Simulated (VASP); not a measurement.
# BaS (I4/mmm) in VASP: single point with PBE

Aim: the single point of BaS with PBE.

Program: VASP 6.6.1. These are calculated values, not measurements. Logs are shortened: lines on timing, memory, paths and dates and some standing lists are left out, and cuts for length are marked.

## 1. The cell of the first run

The structure is tetragonal, space group I4/mmm (No. 139). Conventional cell: a = 4.517 Å, b = 4.517 Å, c = 6.196 Å, α = 90.00°, β = 90.00°, γ = 90.00°. Ba (site symmetry 4/mmm) has 6 S at 3.10 to 3.19 Å within 4.1 Å. S (site symmetry 4/mmm) has 6 Ba at 3.10 to 3.19 Å within 4.1 Å.

## 2. Single point, PBE (zz strain of -3 %)

INCAR

```
SYSTEM = BaS
  PREC = Accurate
  ENCUT = 520
  EDIFF = 1E-6
  ISMEAR = -1
  SIGMA = 0.02
  LREAL = .False.
  LASPH = .True.
  NELM = 80
  ALGO = Normal
  ISIF = 2
  LWAVE = .False.
  LCHARG = .False.
  GGA = PE
  NBANDS = 15
```

KPOINTS

```
regular mesh
0
Gamma
  8 8 8
  0 0 0
```

POSCAR

```
BaS
1.0
    0.0000000000      3.1937500000      3.0979375000
    3.1937500000      0.0000000000      3.0979375000
    3.1937500000      3.1937500000      0.0000000000
Ba S
1 1
Direct
    0.0000000000      0.0000000000      0.0000000000
    0.5000000000      0.5000000000      0.5000000000
```

Potentials or basis: VASP PAW PBE potentials, release 64 (Ba_sv, S).

Launch:

```console
cat potpaw_PBE.64/Ba_sv/POTCAR potpaw_PBE.64/S/POTCAR > POTCAR
mpirun -np 1 vasp_std > vasp.out
```

OUTCAR:

```text
SYSTEM = BaS
   PREC = Accurate
   ENCUT = 520
   EDIFF = 1E-6
   ISMEAR = -1
   LREAL = .False.
   LASPH = .True.
   NELM = 80
   ISIF = 2
   GGA = PE

 ion  position               nearest neighbor table
   1  0.000  0.000  0.000-   2 3.10   2 3.10   2 3.19   2 3.19   2 3.19   2 3.19
   2  0.500  0.500  0.500-   1 3.10   1 3.10   1 3.19   1 3.19   1 3.19   1 3.19

  LATTYP: Found a body centered tetragonal cell.
 ALAT       =     4.5166445648
 C/A-ratio  =     1.3717871555

  Lattice vectors:

 A1 = (   0.0000000000,  -3.1937500000,  -3.0979375000)
 A2 = (   0.0000000000,   3.1937500000,  -3.0979375000)
 A3 = (   3.1937500000,   0.0000000000,   3.0979375000)

Analysis of symmetry for initial positions (statically):
=====================================================================
 Subroutine PRICEL returns:
 Original cell was already a primitive cell.

 Routine SETGRP: Setting up the symmetry group for a
 body centered tetragonal supercell.

 Subroutine GETGRP returns: Found 16 space group operations
 (whereof 16 operations were pure point group operations)
 out of a pool of 16 trial point group operations.

The static configuration has the point symmetry D_4h.

Analysis of symmetry for dynamics (positions and initial velocities):
=====================================================================
 Subroutine PRICEL returns:
 Original cell was already a primitive cell.

 Routine SETGRP: Setting up the symmetry group for a
 body centered tetragonal supercell.

 Subroutine GETGRP returns: Found 16 space group operations
 (whereof 16 operations were pure point group operations)
 out of a pool of 16 trial point group operations.

The dynamic configuration has the point symmetry D_4h.

 Subroutine INISYM returns: Found 16 space group operations
 (whereof 16 operations are pure point group operations),
 and found     1 'primitive' translations

----------------------------------------------------------------------------------------

                                     Primitive cell

  volume of cell :      63.1982

  direct lattice vectors                    reciprocal lattice vectors
     0.000000000  3.193750000  3.097937500    -0.156555773  0.156555773  0.161397704
     3.193750000  0.000000000  3.097937500     0.156555773 -0.156555773  0.161397704
     3.193750000  3.193750000  0.000000000     0.156555773  0.156555773 -0.161397704

  length of vectors
     4.449410727  4.449410727  4.516644565     0.273986567  0.273986567  0.273986567

[... 91 lines left out ...]
   NELECT =      16.0000    total number of electrons
   NUPDOWN=      -1.0000    fix difference up-down
   EMIN   =  10.00;   EMAX   =-10.00  energy-range for DOS
   EFERMI =   0.00;   METHOD = LEGACY
   ISMEAR =    -1;   SIGMA  =   0.02  broadening in eV -4-tet -1-fermi 0-gaus
   EFERMI_NEDOS =   21; number of points for ismear=-14 and -15
   IALGO  =     38    algorithm
   IMIX   =      4    mixing-type and parameters
     AMIX     =   0.40;   BMIX     =  1.00
     AMIX_MAG =   1.60;   BMIX_MAG =  1.00
  volume/ion in A,a.u.               =      31.60       213.24
  Fermi-wavevector in a.u.,A,eV,Ry     =   1.035651  1.957096 14.593235  1.072573
  Thomas-Fermi vector in A             =   2.170004
   LORBIT       =      0    0 simple, 1 ext, 2 COOP (PROOUT), +10 PAW based schemes
   GGA     = PE    functional components
   LHFCALC =     F    Hartree Fock is set to
   AEXX    =    0.0000 exact exchange contribution
   IVDW    =     0    specifies the selected vdW correction
   LEPSILON=     F    determine dielectric tensor
   LRPA    =     F    only Hartree local field effects (RPA)
 non-spin polarized calculation
  energy-cutoff  :      520.00
  volume of cell :       63.20
 maximum number of plane-waves:      1727
 NGX is ok and might be reduce to    36
   NGX = 17   NGY = 17   NGZ = 17

 number of electron      15.9999999 magnetization

 Free energy of the ion-electron system (eV)
  ---------------------------------------------------
  ext. energy  EPLUGINS =         0.00000000
  ---------------------------------------------------
  free energy    TOTEN  =       -10.14491349 eV

  energy without entropy =      -10.14491349  energy(sigma->0) =      -10.14491349

 E-fermi :   2.1403     XC(G=0):  -8.7516

 val. band max:        1.6983584319   @ k =   0.0000   0.0000   0.0000
 cond. band min:       3.6530022387   @ k =   0.5000   0.5000   0.0000
 fundamental gap:      1.9546438067
 Fermi energy:         2.1402649136

 k-point     1 :       0.0000    0.0000    0.0000
  band No.  band energies     occupation
      1     -24.3617      2.00000
      2      -9.4218      2.00000
      3      -9.4117      2.00000
      4      -9.4117      2.00000
      5      -8.7945      2.00000
      6       1.5778      2.00000
      7       1.5778      2.00000
      8       1.6984      2.00000
      9       5.3172      0.00000
     10       5.4150      0.00000
     11       5.4150      0.00000
     12       5.6354      0.00000
     13       6.3515      0.00000
     14       6.5953      0.00000
[... 401 lines left out ...]
      2     -10.4305      2.00000
      3      -9.4891      2.00000
      4      -9.4834      2.00000
      5      -7.7464      2.00000
      6       0.0640      2.00000
      7       0.7540      2.00000
      8       0.9152      2.00000
      9       5.4712      0.00000
     10       7.4038      0.00000
     11       7.6281      0.00000
     12       7.6552      0.00000
     13       8.5462      0.00000
     14       9.7664      0.00000
     15      11.8637      0.00000

 [... further k-points ...]

------------------------ aborting loop because EDIFF is reached ----------------------------------------

  FORCE on cell =-STRESS in cart. coord.  units (eV):
  Direction    XX          YY          ZZ          XY          YZ          ZX
  --------------------------------------------------------------------------------------
  -------------------------------------------------------------------------------------
  Total        0.7911993      0.7911993      2.0906022      0.0000000      0.0000000     -0.0000000
  in kB       20.0582017     20.0582017     53.0001987      0.0000000      0.0000000     -0.0000000
  external PRESSURE =      31.0388674 kB  Pullay stress =       0.0000000 kB

 VOLUME and BASIS-vectors are now :
 -----------------------------------------------------------------------------
  energy-cutoff  :      520.00
  volume of cell :       63.20
      direct lattice vectors                 reciprocal lattice vectors
     0.000000000  3.193750000  3.097937500    -0.156555773  0.156555773  0.161397704
     3.193750000  0.000000000  3.097937500     0.156555773 -0.156555773  0.161397704
     3.193750000  3.193750000  0.000000000     0.156555773  0.156555773 -0.161397704

 POSITION                                       TOTAL-FORCE (eV/Angst)
 -----------------------------------------------------------------------------------
      0.00000      0.00000      0.00000         0.000000      0.000000     -0.000000
      3.19375      3.19375      3.09794         0.000000      0.000000      0.000000
 -----------------------------------------------------------------------------------
    total drift:                                0.000000      0.000000      0.000000

  FREE ENERGIE OF THE ION-ELECTRON SYSTEM (eV)
  ---------------------------------------------------
  free  energy   TOTEN  =       -10.1449134895 eV

  energy  without entropy=      -10.1449134895  energy(sigma->0) =      -10.14491349
```

Wall time 38 s (1 thread of Intel Xeon Platinum 8488C (Sapphire Rapids), shared host); peak memory 0.23 GiB.

Results:

| Property | Result |
| --- | --- |
| Free energy | -10.1449 eV |
| Pressure | 3.1 GPa |
| Band gap on the k mesh | 1.95 eV, indirect (least direct gap 2.09 eV) |

Stress tensor (GPa, compression positive):
```
2.01 0.00 0.00
0.00 2.01 0.00
0.00 0.00 5.30
```

Levels at points of the mesh, in eV from the valence-band top:
```
           k point  band 6  band 7  band 8  band 9  band 10  band 11
(0.00, 0.00, 0.00)   -0.12   -0.12    0.00    3.62     3.72     3.72
(0.50, 0.00, 0.00)   -2.09   -1.24   -1.23    5.56     5.70     6.31
(0.50, 0.50, 0.00)   -0.44   -0.25   -0.25    1.95     5.98     6.15
(0.50, 0.00, 0.50)   -0.62   -0.24   -0.11    1.98     5.80     6.24
```

Caveat: the cell differs from its parent crystal (zz strain of -3 %); spin-orbit coupling is left out, which moves the levels of the heavy elements. A k mesh can miss the band edges.
